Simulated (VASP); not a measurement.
# Si5RuO12 (P1) in VASP: single point with PBEsol

Aim: the single point of Si5RuO12 with PBEsol.

Everything below comes from runs of VASP 6.6.1. Logs are shortened: lines on timing, memory, paths and dates and some standing lists are left out, and cuts for length are marked.

## (1) The cell of the first run

The typed cell holds 18 atoms: a = 9.833 Å, b = 4.916 Å, c = 5.408 Å, α = 90.00°, β = 90.00°, γ = 120.00°.

## (2) Single point, PBEsol, collinear spin, zero start

Input file INCAR:

```
PREC     = Accurate       # precision mode
ENCUT    = 600            # plane-wave cutoff, eV
EDIFF    = 1E-6           # SCF threshold, eV
ISMEAR   = 0              # smearing method
SIGMA    = 0.05           # smearing width, eV
LREAL    = F              # projectors in reciprocal space
LASPH    = T              # aspherical terms in the spheres
NELM     = 200            # most SCF steps
ALGO     = Normal         # electronic algorithm
ISIF     = 2              # what is computed and relaxed
LWAVE    = F              # write WAVECAR
LCHARG   = T              # write CHGCAR
ISPIN    = 2              # spin polarisation
MAGMOM   = 0 0 0 0 0 0 0 0 0 0 0 0 0 0 0 0 0 0 # initial moments
LORBIT   = 11             # projections on sites
LMAXMIX  = 4              # l up to which the mixer works
GGA      = PS             # functional
LELF     = T              # ELF
LVHAR    = T            
NBANDS   = 72             # bands
GGA_COMPAT= F
```

Input file KPOINTS:

```
regular mesh
0
Gamma
  4 4 3
```

Input file POSCAR:

```
Si5RuO12
1.0
    9.8327200000      0.0000000000      0.0000000000
   -2.4581800000      4.2576927000      0.0000000000
    0.0000000000      0.0000000000      5.4084000000
Ru Si O
1 5 12
Direct
    0.2341305707      0.9669205065      0.6654753533
    0.7313193894      0.0007178607      0.6613711248
    0.9925168036      0.4601884412      0.3196257742
    0.5124809545      0.4690649750      0.3350068990
    0.2651030575      0.5260788275      0.0247817501
    0.7746496433      0.5424966803      0.9819530716
    0.2062914039      0.3164607585      0.7755051463
    0.6969489049      0.2647141654      0.7767621458
    0.3950623851      0.1152988778      0.4418182883
    0.8497541221      0.1374857526      0.4280207831
    0.4302679162      0.5721594181      0.1256206424
    0.9386333417      0.5715372711      0.0726899033
    0.1361975149      0.4002524803      0.2500093530
    0.6583445555      0.4491777091      0.2182148105
    0.0365252729      0.7443368823      0.5215568725
    0.5661861163      0.7139201589      0.5633673397
    0.2881189550      0.8797998143      0.9699905949
    0.8048944618      0.8730677979      0.8693814939
```

Potentials or basis: VASP PAW PBE potentials, release 64 (Ru_pv, Si, O).

Command:

```sh
$ cat potpaw_PBE.64/Ru_pv/POTCAR potpaw_PBE.64/Si/POTCAR potpaw_PBE.64/O/POTCAR > POTCAR
$ mpirun -np 1 vasp_std > vasp.out
```

OUTCAR:

```text
PREC = Accurate
   ENCUT = 600
   EDIFF = 1E-6
   ISMEAR = 0
   LREAL = F
   LASPH = T
   NELM = 200
   ISIF = 2
   ISPIN = 2
   LORBIT = 11
   GGA = PS

 ion  position               nearest neighbor table
   1  0.234  0.967  0.665-   9 1.83  17 1.85  15 1.86   7 1.96   5 3.04   3 3.07   4 3.17   5 3.25

   2  0.731  0.001  0.661-  16 1.62  10 1.62   8 1.62  18 1.62   4 2.99   6 3.02   6 3.04   3 3.05

   3  0.993  0.460  0.320-  10 1.61  13 1.63  12 1.63  15 1.65   6 2.99   5 2.99   2 3.05   1 3.07
[... 7 lines left out ...]
   7  0.206  0.316  0.776-   5 1.62   1 1.96
   8  0.697  0.265  0.777-   2 1.62   6 1.62
   9  0.395  0.115  0.442-   4 1.64   1 1.83
  10  0.850  0.137  0.428-   3 1.61   2 1.62
  11  0.430  0.572  0.126-   4 1.61   5 1.62
  12  0.939  0.572  0.073-   6 1.62   3 1.63
  13  0.136  0.400  0.250-   3 1.63   5 1.64
  14  0.658  0.449  0.218-   4 1.61   6 1.62
  15  0.037  0.744  0.522-   3 1.65   1 1.86
  16  0.566  0.714  0.563-   2 1.62   4 1.62
  17  0.288  0.880  0.970-   5 1.66   1 1.85
  18  0.805  0.873  0.869-   6 1.62   2 1.62

  Warning from LATTYP: Monoclinic adjustment (A1->A3, A2->A1, A3->A2)!
  LATTYP: Found a simple orthorhombic cell.
 ALAT       =     4.9163600397
 B/A-ratio  =     1.1000821657
 C/A-ratio  =     1.7320507982

  Lattice vectors:

 A1 = (  -2.4581800000,   4.2576927000,   0.0000000000)
 A2 = (   0.0000000000,   0.0000000000,   5.4084000000)
 A3 = (   7.3745400000,   4.2576927000,   0.0000000000)

Analysis of symmetry for initial positions (statically):
=====================================================================
 Subroutine PRICEL returns:
 Original cell was already a primitive cell.

 Routine SETGRP: Setting up the symmetry group for a
 simple orthorhombic supercell.

 Subroutine GETGRP returns: Found  1 space group operations
 (whereof  1 operations were pure point group operations)
 out of a pool of  8 trial point group operations.

The static configuration has the point symmetry C_1 .

Analysis of symmetry for dynamics (positions and initial velocities):
=====================================================================
 Subroutine PRICEL returns:
 Original cell was already a primitive cell.

 Routine SETGRP: Setting up the symmetry group for a
 simple orthorhombic supercell.

 Subroutine GETGRP returns: Found  1 space group operations
 (whereof  1 operations were pure point group operations)
 out of a pool of  8 trial point group operations.

The dynamic configuration has the point symmetry C_1 .

Analysis of structural, dynamic, and magnetic symmetry:
=====================================================================
 Subroutine PRICEL returns:
 Original cell was already a primitive cell.

 Routine SETGRP: Setting up the symmetry group for a
 simple orthorhombic supercell.

 Subroutine GETGRP returns: Found  1 space group operations
 (whereof  1 operations were pure point group operations)
 out of a pool of  8 trial point group operations.

The overall configuration has the point symmetry C_1 .

 Subroutine INISYM returns: Found  1 space group operations
 (whereof  1 operations are pure point group operations),
 and found     1 'primitive' translations

----------------------------------------------------------------------------------------

                                     Primitive cell

  volume of cell :     226.4210

  direct lattice vectors                    reciprocal lattice vectors
     9.832720000  0.000000000  0.000000000     0.101701259  0.058717248  0.000000000
    -2.458180000  4.257692700  0.000000000     0.000000000  0.234868994  0.000000000
     0.000000000  0.000000000  5.408400000     0.000000000  0.000000000  0.184897567

  length of vectors
     9.832720000  4.916360040  5.408400000     0.117434498  0.234868994  0.184897567

  position of ions in fractional coordinates (direct lattice)
[... 92 lines left out ...]
 [... further k-points ...]
   k-points           NKPTS =     26   k-points in BZ     NKDIM =     26   number of bands    NBANDS=     72
   number of dos      NEDOS =    301   number of ions     NIONS =     18
   total plane-waves  NPLWV = 153600
   dimension x,y,z NGX =    80 NGY =   40 NGZ =   48
   dimension x,y,z NGXF=   160 NGYF=   80 NGZF=   96
   ions per type =               1   5  12
   NGX,Y,Z   is equivalent  to a cutoff of  13.53, 13.53, 14.75 a.u.
   NGXF,Y,Z  is equivalent  to a cutoff of  27.05, 27.05, 29.51 a.u.
 SYSTEM =  unknown system
   PREC   = accura    normal or accurate (medium, high low for compatibility)
   ISTART =      0    job   : 0-new  1-cont  2-samecut
   ICHARG =      2    charge: 1-file 2-atom 10-const
   ISPIN  =      2    spin polarized calculation?
   LNONCOLLINEAR =      F non collinear calculations
   LSORBIT =      F    spin-orbit coupling
   LASPH  =      T    aspherical Exc in radial PAW
   ENCUT  =  600.0 eV  44.10 Ry    6.64 a.u.  19.64  9.82 10.80*2*pi/ulx,y,z
   NELM   =    200;   NELMIN=  2; NELMDL= -5     # of ELM steps
   EDIFF  = 0.1E-05   stopping-criterion for ELM
   LREAL  =      F    real-space projection
   EDIFFG = 0.1E-04   stopping-criterion for IOM
   NSW    =      0    number of steps for IOM
   IBRION =     -1    ionic relax: 0-MD 1-quasi-New 2-CG
   NFREE  =      0    steps in history (QN), initial steepest desc. (CG)
   ISIF   =      2    stress and relaxation
   ISYM   =      2    0-nonsym 1-usesym 2-fastsym
   POTIM  = 0.5000    time-step for ionic-motion
   TEBEG  =    0.0;   TEEND  =   0.0 temperature during run
   PSTRESS=    0.0 pullay stress
   NELECT =     106.0000    total number of electrons
   NUPDOWN=      -1.0000    fix difference up-down
   EMIN   =  10.00;   EMAX   =-10.00  energy-range for DOS
   EFERMI =   0.00;   METHOD = LEGACY
   ISMEAR =     0;   SIGMA  =   0.05  broadening in eV -4-tet -1-fermi 0-gaus
   EFERMI_NEDOS =   21; number of points for ismear=-14 and -15
   IALGO  =     38    algorithm
   IMIX   =      4    mixing-type and parameters
     AMIX     =   0.40;   BMIX     =  1.00
     AMIX_MAG =   1.60;   BMIX_MAG =  1.00
  volume/ion in A,a.u.               =      12.58        84.89
  Fermi-wavevector in a.u.,A,eV,Ry     =   1.271173  2.402168 21.985379  1.615880
  Thomas-Fermi vector in A             =   2.404120
   LORBIT       =     11    0 simple, 1 ext, 2 COOP (PROOUT), +10 PAW based schemes
   GGA     = PS    functional components
   LHFCALC =     F    Hartree Fock is set to
   AEXX    =    0.0000 exact exchange contribution
   IVDW    =     0    specifies the selected vdW correction
   LEPSILON=     F    determine dielectric tensor
   LRPA    =     F    only Hartree local field effects (RPA)
 spin polarized calculation
 Gauss-broadening in eV      SIGMA  =   0.05
  energy-cutoff  :      600.00
  volume of cell :      226.42
 maximum number of plane-waves:      7574
 NGX is ok and might be reduce to    80
   NGX = 39   NGY = 19   NGZ = 21

 number of electron     105.9999993 magnetization      -0.0000000

 number of electron     105.9999993 magnetization       0.0000000

 Free energy of the ion-electron system (eV)
  ---------------------------------------------------
  ext. energy  EPLUGINS =         0.00000000
  ---------------------------------------------------
  free energy    TOTEN  =      -143.65092444 eV

  energy without entropy =     -143.65092444  energy(sigma->0) =     -143.65092444

 E-fermi :   4.0469     XC(G=0):  -9.7560

 val. band max:        3.7339944242   @ k =   0.5000  -0.2500  -0.3333
 cond. band min:       4.5835287488   @ k =   0.5000  -0.0000   0.0000
 fundamental gap:      0.8495343246
 Fermi energy:         4.0468631874

 spin component 1

 k-point     1 :       0.0000    0.0000    0.0000
  band No.  band energies     occupation
      1     -40.4062      1.00000
      2     -40.3055      1.00000
      3     -39.4714      1.00000
      4     -18.0103      1.00000
      5     -17.1758      1.00000
      6     -17.0692      1.00000
[... 1621 lines left out ...]
     64      11.1024      0.00000
     65      11.4532      0.00000

 [... further k-points ...]

 spin component 2

 k-point     1 :       0.0000    0.0000    0.0000
  band No.  band energies     occupation
      1     -40.4062      1.00000
      2     -40.3055      1.00000
      3     -39.4714      1.00000
      4     -18.0103      1.00000
      5     -17.1758      1.00000
      6     -17.0692      1.00000
[... 1621 lines left out ...]
     64      11.1024      0.00000
     65      11.4532      0.00000

 [... further k-points ...]

 [bands above 65 left out]

------------------------ aborting loop because EDIFF is reached ----------------------------------------

  FORCE on cell =-STRESS in cart. coord.  units (eV):
  Direction    XX          YY          ZZ          XY          YZ          ZX
  --------------------------------------------------------------------------------------
  -------------------------------------------------------------------------------------
  Total        1.8381575      1.5547447      4.7967871      2.9845586     -1.2034054      1.5155382
  in kB       13.0069809     11.0015249     33.9425323     21.1190267     -8.5154137     10.7240954
  external PRESSURE =      19.3170127 kB  Pullay stress =       0.0000000 kB

 VOLUME and BASIS-vectors are now :
 -----------------------------------------------------------------------------
  energy-cutoff  :      600.00
  volume of cell :      226.42
      direct lattice vectors                 reciprocal lattice vectors
     9.832720000  0.000000000  0.000000000     0.101701259  0.058717248  0.000000000
    -2.458180000  4.257692700  0.000000000     0.000000000  0.234868994  0.000000000
     0.000000000  0.000000000  5.408400000     0.000000000  0.000000000  0.184897567

 POSITION                                       TOTAL-FORCE (eV/Angst)
 -----------------------------------------------------------------------------------
     -0.07472      4.11685      3.59916         0.004571      0.051399     -0.001961
      7.18909      0.00306      3.57696        -0.012292      0.002006      0.005594
      8.62791      1.95934      1.72866         0.039534     -0.035835     -0.024256
      3.88604      1.99713      1.81185         0.014270      0.018708     -0.015645
      1.31349      2.23988      0.13403         0.022890      0.010220      0.062218
      6.28336      2.30978      5.31079         0.005282      0.019330     -0.000823
[... 10 lines left out ...]
      0.67029      3.74592      5.24610        -0.019059      0.120715     -0.018506
      5.76814      3.71725      4.70196        -0.000662      0.021577      0.011194
 -----------------------------------------------------------------------------------
    total drift:                                0.000346     -0.000279      0.000730

  FREE ENERGIE OF THE ION-ELECTRON SYSTEM (eV)
  ---------------------------------------------------
  free  energy   TOTEN  =      -143.6509244428 eV

  energy  without entropy=     -143.6509244428  energy(sigma->0) =     -143.65092444

 total charge

# of ion       s       p       d       tot
------------------------------------------
    1        0.358   6.312   5.937  12.607
    2        0.652   1.006   0.000   1.657
    3        0.659   0.999   0.000   1.658
    4        0.657   1.009   0.000   1.666
    5        0.663   0.994   0.000   1.657
    6        0.651   1.003   0.000   1.654
[... 10 lines left out ...]
   17        1.565   3.500   0.000   5.065
   18        1.543   3.676   0.000   5.220
--------------------------------------------------
tot         22.236  54.755   5.937  82.929

 magnetization (x)

# of ion       s       p       d       tot
------------------------------------------
    1       -0.000   0.000   0.000  -0.000
    2       -0.000  -0.000   0.000  -0.000
    3       -0.000  -0.000   0.000  -0.000
    4       -0.000  -0.000   0.000  -0.000
    5        0.000   0.000   0.000   0.000
    6       -0.000   0.000   0.000  -0.000
[... 10 lines left out ...]
   17        0.000   0.000   0.000   0.000
   18       -0.000   0.000   0.000   0.000
--------------------------------------------------
tot         -0.000  -0.000   0.000  -0.000
```

Run time: 59 min. Hardware: 1 thread of Intel Xeon 8259CL, shared host; peak memory 0.97 GiB.

Results:

* Free energy: -143.6509 eV
* Pressure: 1.9 GPa
* Largest force: 0.177 eV/Å
* Band gap on the k mesh: 0.85 eV (least direct gap 0.87 eV)
* Net moment: 0.00 μB per cell
* Valence electrons inside the program's atomic spheres: Ru 12.61; Si 1.66, 1.67, 1.65 (each value once); O 5.05, 5.22, 5.09, 5.23, 5.21, 5.20, 5.07 (each value once)

Forces in eV/Å, atoms in the order of the input:
```
Ru   0.005  0.051 -0.002
Si  -0.012  0.002  0.006
Si   0.040 -0.036 -0.024
Si   0.014  0.019 -0.016
Si   0.023  0.010  0.062
Si   0.005  0.019 -0.001
O   -0.003 -0.136 -0.112
O   -0.023  0.006 -0.011
O   -0.040 -0.151  0.059
O   -0.007 -0.021 -0.013
O    0.006  0.011 -0.014
O    0.026  0.010 -0.013
O    0.021 -0.013  0.005
O    0.018 -0.005  0.012
O   -0.027  0.104  0.051
O   -0.024 -0.013  0.018
O   -0.019  0.121 -0.019
O   -0.001  0.022  0.011
```

Levels at points of the mesh, in eV from the valence-band top:
Spin up:
| k point | band 51 | band 52 | band 53 | band 54 | band 55 | band 56 |
| --- | --- | --- | --- | --- | --- | --- |
| (0.00, 0.00, 0.00) | -2.59 | -0.16 | -0.02 | 0.85 | 1.27 | 1.49 |
| (0.50, 0.00, 0.00) | -2.61 | -0.17 | -0.02 | 0.85 | 1.26 | 1.49 |
| (0.00, 0.50, 0.00) | -2.57 | -0.32 | -0.12 | 1.13 | 1.31 | 1.83 |
| (0.50, 0.50, 0.00) | -2.55 | -0.31 | -0.11 | 1.12 | 1.31 | 1.83 |
Spin down:
| k point | band 49 | band 50 | band 51 | band 52 | band 53 | band 54 | band 55 | band 56 | band 57 | band 58 |
| --- | --- | --- | --- | --- | --- | --- | --- | --- | --- | --- |
| (0.00, 0.00, 0.00) | -2.78 | -2.71 | -2.59 | -0.16 | -0.02 | 0.85 | 1.27 | 1.49 | 3.29 | 5.67 |
| (0.50, 0.00, 0.00) | -2.79 | -2.70 | -2.61 | -0.17 | -0.02 | 0.85 | 1.26 | 1.49 | 4.18 | 4.23 |
| (0.00, 0.50, 0.00) | -2.80 | -2.61 | -2.57 | -0.32 | -0.12 | 1.13 | 1.31 | 1.83 | 5.41 | 5.66 |
| (0.50, 0.50, 0.00) | -2.82 | -2.65 | -2.55 | -0.31 | -0.11 | 1.12 | 1.31 | 1.83 | 5.21 | 5.47 |

Caveat: the PAW data sets were made with another functional, which shifts forces and pressure a little; an odd mesh through Γ misses points on the zone boundary, where band edges can lie. Expect the measured gap to be larger: semilocal functionals such as PBEsol lack the derivative discontinuity.
